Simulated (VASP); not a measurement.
# Ta4H3 (P-4m2) in VASP: relaxation of cell and atoms with PBE

Aim: the relaxation of cell and atoms of Ta4H3 with PBE.

Everything below comes from runs of VASP 6.6.1. Logs are shortened: lines on timing, memory, paths and dates and some standing lists are left out, and cuts for length are marked.

### 1 The cell of the first run

The structure is tetragonal, space group P-4m2 (No. 115). Conventional cell: a = 3.345 Å, b = 3.345 Å, c = 7.266 Å, α = 90.00°, β = 90.00°, γ = 90.00°. Within 2.5 Å of Ta (site symmetry -4m2) lie 4 H at 1.90 Å. Within 2.4 Å of Ta (site symmetry 2mm) lie 3 H at 1.84 to 1.89 Å. Within 3.2 Å of Ta (site symmetry -4m2) lie 8 H at 2.37 to 3.19 Å and 8 Ta at 3.00 Å. Within 2.5 Å of H (site symmetry 2mm) lie 4 Ta at 1.89 to 1.90 Å. H (site symmetry -4m2) has 6 Ta at 1.84 to 2.37 Å within 2.4 Å.

The cell was generated, and may not be a known phase.

### 2 Relaxation of cell and atoms, PBE

INCAR reads:

```
SYSTEM = Ta4H3
  PREC = Accurate
  ENCUT = 600
  EDIFF = 1E-6
  ISMEAR = 0
  SIGMA = 0.1
  LREAL = .FALSE.
  LASPH = .TRUE.
  NELM = 100
  ALGO = Normal
  ISIF = 3
  LWAVE = .FALSE.
  LCHARG = .FALSE.
  GGA = PE
  IBRION = 2
  NSW = 100
  EDIFFG = -0.01
```

KPOINTS reads:

```
Automatic mesh
0
G
  10 10 4
  0 0 0
```

POSCAR reads:

```
Ta4H3
1.0
    3.3448475245      0.0000000000      0.0000000000
    0.0000000000      3.3448475245      0.0000000000
    0.0000000000      0.0000000000      7.2659494923
Ta H
4 3
Direct
    0.5000000000      0.5000000000      0.5000000000
    0.0000000000      0.0000000000      0.2529002870
    0.0000000000      0.0000000000      0.7470997130
    0.5000000000      0.5000000000      0.0000000000
    0.0000000000      0.5000000000      0.6254719125
    0.5000000000      0.0000000000      0.3745280875
    0.0000000000      0.0000000000      0.0000000000
```

Potentials or basis: VASP PAW PBE potentials, release 64 (Ta_pv, H).

The run is started by

```sh
$ cat potpaw_PBE.64/Ta_pv/POTCAR potpaw_PBE.64/H/POTCAR > POTCAR
$ mpirun -np 1 vasp_std > vasp.out
```

OUTCAR:

```text
SYSTEM = Ta4H3
   PREC = Accurate
   ENCUT = 600
   EDIFF = 1E-6
   ISMEAR = 0
   LREAL = .FALSE.
   LASPH = .TRUE.
   NELM = 100
   ISIF = 3
   GGA = PE
   IBRION = 2
   NSW = 100
   EDIFFG = -0.01

 ion  position               nearest neighbor table
   1  0.500  0.500  0.500-   5 1.90   6 1.90   6 1.90   5 1.90   2 2.97   3 2.97   2 2.97   2 2.97
                             3 2.97   3 2.97   2 2.97   3 2.97
   2  0.000  0.000  0.253-   7 1.84   6 1.89   6 1.89   1 2.97   1 2.97   1 2.97   1 2.97   4 3.00
                             4 3.00   4 3.00   4 3.00   3 3.59
   3  0.000  0.000  0.747-   7 1.84   5 1.89   5 1.89   1 2.97   1 2.97   1 2.97   1 2.97   4 3.00
                             4 3.00   4 3.00   4 3.00   2 3.59
   4  0.500  0.500  0.000-   2 3.00   3 3.00   2 3.00   3 3.00   2 3.00   3 3.00   2 3.00   3 3.00

   5  0.000  0.500  0.625-   3 1.89   3 1.89   1 1.90   1 1.90
   6  0.500  0.000  0.375-   2 1.89   2 1.89   1 1.90   1 1.90
   7  0.000  0.000  0.000-   2 1.84   3 1.84

  LATTYP: Found a simple tetragonal cell.
 ALAT       =     3.3448475245
 C/A-ratio  =     2.1722812293

  Lattice vectors:

 A1 = (   3.3448475245,   0.0000000000,   0.0000000000)
 A2 = (   0.0000000000,   3.3448475245,   0.0000000000)
 A3 = (   0.0000000000,   0.0000000000,   7.2659494923)

Analysis of symmetry for initial positions (statically):
=====================================================================
 Subroutine PRICEL returns:
 Original cell was already a primitive cell.

 Routine SETGRP: Setting up the symmetry group for a
 simple tetragonal supercell.

 Subroutine GETGRP returns: Found  8 space group operations
 (whereof  8 operations were pure point group operations)
 out of a pool of 16 trial point group operations.

The static configuration has the point symmetry D_2d.

Analysis of symmetry for dynamics (positions and initial velocities):
=====================================================================
 Subroutine PRICEL returns:
 Original cell was already a primitive cell.

 Routine SETGRP: Setting up the symmetry group for a
 simple tetragonal supercell.

 Subroutine GETGRP returns: Found  8 space group operations
 (whereof  8 operations were pure point group operations)
 out of a pool of 16 trial point group operations.

The dynamic configuration has the point symmetry D_2d.

 Subroutine INISYM returns: Found  8 space group operations
 (whereof  8 operations are pure point group operations),
 and found     1 'primitive' translations

----------------------------------------------------------------------------------------

                                     Primitive cell

  volume of cell :      81.2915

  direct lattice vectors                    reciprocal lattice vectors
     3.344847525  0.000000000  0.000000000     0.298967290  0.000000000  0.000000000
     0.000000000  3.344847525  0.000000000     0.000000000  0.298967290  0.000000000
     0.000000000  0.000000000  7.265949492     0.000000000  0.000000000  0.137628262

  length of vectors
     3.344847525  3.344847525  7.265949492     0.298967290  0.298967290  0.137628262

  position of ions in fractional coordinates (direct lattice)
     0.500000000  0.500000000  0.500000000
     0.000000000  0.000000000  0.252900287
     0.000000000  0.000000000  0.747099713
     0.500000000  0.500000000  0.000000000
     0.000000000  0.500000000  0.625471912
     0.500000000  0.000000000  0.374528088
     0.000000000  0.000000000  0.000000000

  ion indices of the primitive-cell ions
   primitive index   ion index
                 1           1
                 2           2
                 3           3
                 4           4
                 5           5
                 6           6
                 7           7

----------------------------------------------------------------------------------------

 KPOINTS: Automatic mesh

Automatic generation of k-mesh.
 Grid dimensions read from file:
 generate k-points for:   10   10    4

 Generating k-lattice:

  Cartesian coordinates                     Fractional coordinates (reciprocal lattice)
     0.029896729  0.000000000  0.000000000     0.100000000  0.000000000  0.000000000
     0.000000000  0.029896729  0.000000000     0.000000000  0.100000000  0.000000000
     0.000000000  0.000000000  0.034407065     0.000000000  0.000000000  0.250000000

  Length of vectors
     0.029896729  0.029896729  0.034407065

  Shift w.r.t. Gamma in fractional coordinates (k-lattice)
     0.000000000  0.000000000  0.000000000

 Subroutine IBZKPT returns following result:
 ===========================================

 Found     63 irreducible k-points:

 Following reciprocal coordinates:
            Coordinates               Weight
  0.000000  0.000000  0.000000      1.000000
  0.100000  0.000000  0.000000      4.000000
  0.200000  0.000000  0.000000      4.000000
  0.300000  0.000000  0.000000      4.000000
  0.400000  0.000000  0.000000      4.000000
  0.500000  0.000000  0.000000      2.000000
[... 16 lines left out ...]
  0.100000  0.000000  0.250000      8.000000
  0.200000  0.000000  0.250000      8.000000
 [... further k-points ...]
   k-points           NKPTS =     63   k-points in BZ     NKDIM =     63   number of bands    NBANDS=     28
   number of dos      NEDOS =    301   number of ions     NIONS =      7
   total plane-waves  NPLWV =  47040
   dimension x,y,z NGX =    28 NGY =   28 NGZ =   60
   dimension x,y,z NGXF=    56 NGYF=   56 NGZF=  120
   ions per type =               4   3
   NGX,Y,Z   is equivalent  to a cutoff of  13.92, 13.92, 13.73 a.u.
   NGXF,Y,Z  is equivalent  to a cutoff of  27.83, 27.83, 27.46 a.u.
 SYSTEM =  Ta4H3
   PREC   = accura    normal or accurate (medium, high low for compatibility)
   ISTART =      0    job   : 0-new  1-cont  2-samecut
   ICHARG =      2    charge: 1-file 2-atom 10-const
   ISPIN  =      1    spin polarized calculation?
   LNONCOLLINEAR =      F non collinear calculations
   LSORBIT =      F    spin-orbit coupling
   LASPH  =      T    aspherical Exc in radial PAW
   ENCUT  =  600.0 eV  44.10 Ry    6.64 a.u.   6.68  6.68 14.51*2*pi/ulx,y,z
   NELM   =    100;   NELMIN=  2; NELMDL= -5     # of ELM steps
   EDIFF  = 0.1E-05   stopping-criterion for ELM
   LREAL  =      F    real-space projection
   EDIFFG = -.1E-01   stopping-criterion for IOM
   NSW    =    100    number of steps for IOM
   IBRION =      2    ionic relax: 0-MD 1-quasi-New 2-CG
   NFREE  =      1    steps in history (QN), initial steepest desc. (CG)
   ISIF   =      3    stress and relaxation
   ISYM   =      2    0-nonsym 1-usesym 2-fastsym
   POTIM  = 0.5000    time-step for ionic-motion
   TEBEG  =    0.0;   TEEND  =   0.0 temperature during run
   PSTRESS=    0.0 pullay stress
   NELECT =      47.0000    total number of electrons
   NUPDOWN=      -1.0000    fix difference up-down
   EMIN   =  10.00;   EMAX   =-10.00  energy-range for DOS
   EFERMI =   0.00;   METHOD = LEGACY
   ISMEAR =     0;   SIGMA  =   0.10  broadening in eV -4-tet -1-fermi 0-gaus
   EFERMI_NEDOS =   21; number of points for ismear=-14 and -15
   IALGO  =     38    algorithm
   IMIX   =      4    mixing-type and parameters
     AMIX     =   0.40;   BMIX     =  1.00
     AMIX_MAG =   1.60;   BMIX_MAG =  1.00
  volume/ion in A,a.u.               =      11.61        78.37
  Fermi-wavevector in a.u.,A,eV,Ry     =   1.363826  2.577258 25.307144  1.860023
  Thomas-Fermi vector in A             =   2.490196
   LORBIT       =      0    0 simple, 1 ext, 2 COOP (PROOUT), +10 PAW based schemes
   GGA     = PE    functional components
   LHFCALC =     F    Hartree Fock is set to
   AEXX    =    0.0000 exact exchange contribution
   IVDW    =     0    specifies the selected vdW correction
   LEPSILON=     F    determine dielectric tensor
   LRPA    =     F    only Hartree local field effects (RPA)
 conjugate gradient relaxation of ions
 non-spin polarized calculation
 Gauss-broadening in eV      SIGMA  =   0.10
  energy-cutoff  :      600.00
  volume of cell :       81.29
 maximum number of plane-waves:      2756
 NGX is ok and might be reduce to    28
   NGX = 13   NGY = 13   NGZ = 29

--------------------------------------- Ionic step        1  -------------------------------------------

 number of electron      46.9999992 magnetization

 Free energy of the ion-electron system (eV)
  ---------------------------------------------------
  ext. energy  EPLUGINS =         0.00000000
  ---------------------------------------------------
  free energy    TOTEN  =       -57.97186624 eV

  energy without entropy =      -57.96550207  energy(sigma->0) =      -57.96868415

------------------------ aborting loop because EDIFF is reached ----------------------------------------

  FORCE on cell =-STRESS in cart. coord.  units (eV):
  Direction    XX          YY          ZZ          XY          YZ          ZX
  --------------------------------------------------------------------------------------
  -------------------------------------------------------------------------------------
  Total       -0.1679346     -0.1679346     -0.0435098      0.0000000      0.0000000      0.0000000
  in kB       -3.3098307     -3.3098307     -0.8575371      0.0000000      0.0000000      0.0000000
  external PRESSURE =      -2.4923995 kB  Pullay stress =       0.0000000 kB
[... 272 lines left out ...]
  energy  without entropy=      -57.9659044738  energy(sigma->0) =      -57.96905882

--------------------------------------- Ionic step        8  -------------------------------------------

 number of electron      46.9999992 magnetization

 Free energy of the ion-electron system (eV)
  ---------------------------------------------------
  ext. energy  EPLUGINS =         0.00000000
  ---------------------------------------------------
  free energy    TOTEN  =       -57.97222737 eV

  energy without entropy =      -57.96591636  energy(sigma->0) =      -57.96907187

 E-fermi :   5.4932     XC(G=0): -12.3792

 val. band max:        5.4773703633   @ k =   0.1000   0.0000   0.2500
 cond. band min:       5.4998078567   @ k =   0.5000   0.0000   0.2500
 fundamental gap:      0.0224374934
 Fermi energy:         5.4932054929

 k-point     1 :       0.0000    0.0000    0.0000
  band No.  band energies     occupation
      1     -29.0256      2.00000
      2     -28.9056      2.00000
      3     -28.9056      2.00000
      4     -28.8216      2.00000
      5     -28.7572      2.00000
      6     -28.7053      2.00000
[... 733 lines left out ...]
     27       6.9323      0.00000
     28       7.2452      0.00000

 [... further k-points ...]
[... 5 lines left out ...]
  --------------------------------------------------------------------------------------
  -------------------------------------------------------------------------------------
  Total        0.0299039      0.0299039      0.0406148      0.0000000     -0.0000000      0.0000000
  in kB        0.5902284      0.5902284      0.8016360      0.0000000     -0.0000000      0.0000000
  external PRESSURE =       0.6606976 kB  Pullay stress =       0.0000000 kB
[... 22 lines left out ...]
  FREE ENERGIE OF THE ION-ELECTRON SYSTEM (eV)
  ---------------------------------------------------
  free  energy   TOTEN  =       -57.9722273710 eV

  energy  without entropy=      -57.9659163627  energy(sigma->0) =      -57.96907187

 reached required accuracy - stopping structural energy minimisation
```

Wall time 14 min (1 thread of Intel Xeon 8259CL, shared host); peak memory 0.31 GiB.

Results:

- Free energy: -57.9722 eV
- Relaxed volume: 11.60 Å³/atom
- Relaxed cell: a = 3.343 Å, b = 3.343 Å, c = 7.263 Å, α = 90.00°, β = 90.00°, γ = 90.00°
- Space group after relaxing (to 0.1 Å): P-4m2 (No. 115)
- Energy gained by relaxing: 0.1 meV/atom
- Ionic steps: 8
- Pressure after relaxing: 0.1 GPa
- Largest force after relaxing: 0.008 eV/Å
- Band gap on the k mesh: zero (an odd number of electrons rules out a gap without spin polarisation)

Forces in eV/Å, atoms in the order of the input:
```
Ta   0.000  0.000  0.000
Ta   0.000  0.000 -0.008
Ta   0.000  0.000  0.008
Ta   0.000  0.000  0.000
H    0.000  0.000  0.000
H    0.000  0.000  0.000
H    0.000  0.000  0.000
```

Step by step:
| step | energy change (eV) | largest force (eV/Å) | pressure (GPa) | volume (Å³) |
| --- | --- | --- | --- | --- |
| 1 | 0.0000 | 0.0673 | -0.25 | 81.29 |
| 2 | -0.0002 | 0.0169 | 0.30 | 81.08 |
| 3 | -0.0003 | 0.0194 | 0.15 | 81.15 |
| 4 | -0.0003 | 0.0227 | 0.14 | 81.16 |
| 5 | -0.0003 | 0.0142 | -0.05 | 81.23 |
| 6 | -0.0003 | 0.0149 | -0.03 | 81.21 |
| 7 | -0.0003 | 0.0114 | -0.01 | 81.20 |
| 8 | -0.0004 | 0.0082 | 0.07 | 81.17 |

Final structure:
```yaml
crystal:
  lattice:
    - [3.34310, 0.00000, 0.00000]
    - [0.00000, 3.34310, 0.00000]
    - [0.00000, 0.00000, 7.26303]
  atoms:
    - { symbol: Ta, position: [0.50000, 0.50000, 0.50000] }
    - { symbol: Ta, position: [0.00000, 0.00000, 0.25343] }
    - { symbol: Ta, position: [0.00000, 0.00000, 0.74657] }
    - { symbol: Ta, position: [0.50000, 0.50000, 0.00000] }
    - { symbol: H, position: [0.00000, 0.50000, 0.62490] }
    - { symbol: H, position: [0.50000, 0.00000, 0.37510] }
    - { symbol: H, position: [0.00000, 0.00000, 0.00000] }
```

Levels at points of the mesh, in eV from the Fermi level:
```csv
k point,band 21,band 22,band 23,band 24,band 25,band 26,band 27,band 28
"(0.00, 0.00, 0.00)",-0.24,0.65,0.65,0.81,0.91,0.91,2.08,2.30
"(0.50, 0.00, 0.00)",-0.82,-0.79,-0.28,0.27,0.46,0.90,1.84,2.13
"(0.50, 0.50, 0.00)",-1.62,-1.62,0.06,0.06,2.72,3.06,3.41,3.66
"(0.00, 0.00, 0.50)",-0.22,0.12,0.12,0.64,1.23,1.38,1.89,2.45
"(0.50, 0.00, 0.50)",-1.04,-0.92,-0.91,-0.48,0.34,0.67,1.36,1.40
"(0.50, 0.50, 0.50)",-1.28,-1.28,-0.23,-0.23,3.22,3.34,3.73,3.81
```

Caveat: spin-orbit coupling is left out, which moves the levels of the heavy elements.

The gap in the log of VASP goes by the Fermi energy; the results here count the filled bands.